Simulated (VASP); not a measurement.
Te:

```xyz
6
Lattice="5.9764 0.0000 0.0000 -2.9882 5.1757 0.0000 0.0000 0.0000 8.0642" Properties=species:S:1:pos:R:3 pbc="T T T"
Te   -0.9960    1.7252    5.3761
Te   -1.9921    3.4505    5.3761
Te    1.9921    0.0000    0.0000
Te    0.9960    1.7252    2.6881
Te    3.9843    0.0000    0.0000
Te    1.9921    3.4505    2.6881
```

| Quantity | Value |
| --- | --- |
| Program | VASP 6.6.1 |
| Task | relaxation of cell and atoms |
| Functional | PBE |
| Potentials or basis | VASP PAW PBE potentials, release 64 (Te) |
| Cutoff | 600 eV |
| k mesh | 3 × 3 × 2 |
| Occupations | gaussian, width 0.1 eV |
| Spin | no spin polarisation |

At the start: pressure 38.1 GPa; volume 41.57 Å³/atom.

Q: How do energy, volume and symmetry change on relaxing?

A: Over 34 steps the energy falls by 3186.5 meV/atom and the volume is 46.80 Å³/atom (+12.6 %); space group P6_222 (No. 180, to 0.05 Å).

The path:
| step | energy change (eV) | largest force (eV/Å) | pressure (GPa) | volume (Å³) |
| --- | --- | --- | --- | --- |
| 1 | 0.0000 | 29.5207 | 38.13 | 249.44 |
| 2 | 10.1304 | 36.6995 | 18.55 | 734.09 |
| 3 | -16.9781 | 0.7504 | 0.68 | 406.86 |
| 4 | -17.0040 | 0.6749 | 0.54 | 403.34 |
| 5 | -17.2479 | 0.0965 | -1.26 | 348.17 |
| 6 | -17.6375 | 0.0707 | -2.41 | 296.76 |
| 7 | -18.0826 | 0.4592 | -2.24 | 272.59 |
| 8 | -18.3583 | 0.6086 | -1.71 | 260.88 |
| 9 | -18.4940 | 0.6433 | -1.24 | 255.13 |
| 10 | -18.5578 | 0.6478 | -0.96 | 252.28 |
| 11 | -18.5881 | 0.6421 | -0.80 | 250.86 |
| 12 | -18.6026 | 0.6362 | -0.71 | 250.15 |
| 13 | -18.6097 | 0.6322 | -0.67 | 249.79 |
| 14 | -18.6132 | 0.6301 | -0.64 | 249.62 |
| 15 | -18.6149 | 0.6289 | -0.63 | 249.53 |
| 16 | -18.6158 | 0.6283 | -0.63 | 249.48 |
| 17 | -18.6162 | 0.6280 | -0.63 | 249.46 |
| 18 | -18.6164 | 0.6278 | -0.63 | 249.45 |
| 19 | -18.6165 | 0.6277 | -0.63 | 249.44 |
| 20 | -18.7071 | 0.4903 | 0.14 | 244.78 |
| 21 | -18.7421 | 0.2163 | 1.18 | 240.04 |
| 22 | -18.8001 | 0.0407 | 0.84 | 245.24 |
| 23 | -18.8235 | 0.2462 | 0.65 | 252.73 |
| 24 | -18.8780 | 0.1340 | -0.66 | 263.86 |
| 25 | -18.8782 | 0.1522 | -0.72 | 264.46 |
| 26 | -18.9372 | 0.1839 | -0.40 | 263.37 |
| 27 | -18.9941 | 0.2211 | 0.25 | 261.10 |
| 28 | -18.9423 | 0.2507 | 1.96 | 254.46 |
| 29 | -19.0053 | 0.2257 | 0.85 | 258.95 |
| 30 | -19.0384 | 0.2480 | 0.59 | 263.11 |
| 31 | -19.0881 | 0.2979 | -0.11 | 274.90 |
| 32 | -19.1121 | 0.0956 | 0.18 | 276.02 |
| 33 | -19.1150 | 0.0124 | 0.33 | 276.54 |
| 34 | -19.1191 | 0.0039 | 0.00 | 280.78 |

Final structure:
```cif
data_structure
_symmetry_space_group_name_H-M 'P 1'
_symmetry_Int_Tables_number 1
_cell_length_a 6.9112
_cell_length_b 6.9112
_cell_length_c 6.7876
_cell_angle_alpha 90.000
_cell_angle_beta 90.000
_cell_angle_gamma 120.000
_cell_volume 280.78
loop_
_atom_site_label
_atom_site_type_symbol
_atom_site_fract_x
_atom_site_fract_y
_atom_site_fract_z
_atom_site_occupancy
Te1 Te 0.00000 0.30466 0.66667 1
Te2 Te 0.00000 0.69534 0.66667 1
Te3 Te 0.30466 0.00000 0.00000 1
Te4 Te 0.30466 0.30466 0.33333 1
Te5 Te 0.69534 0.00000 0.00000 1
Te6 Te 0.69534 0.69534 0.33333 1
```
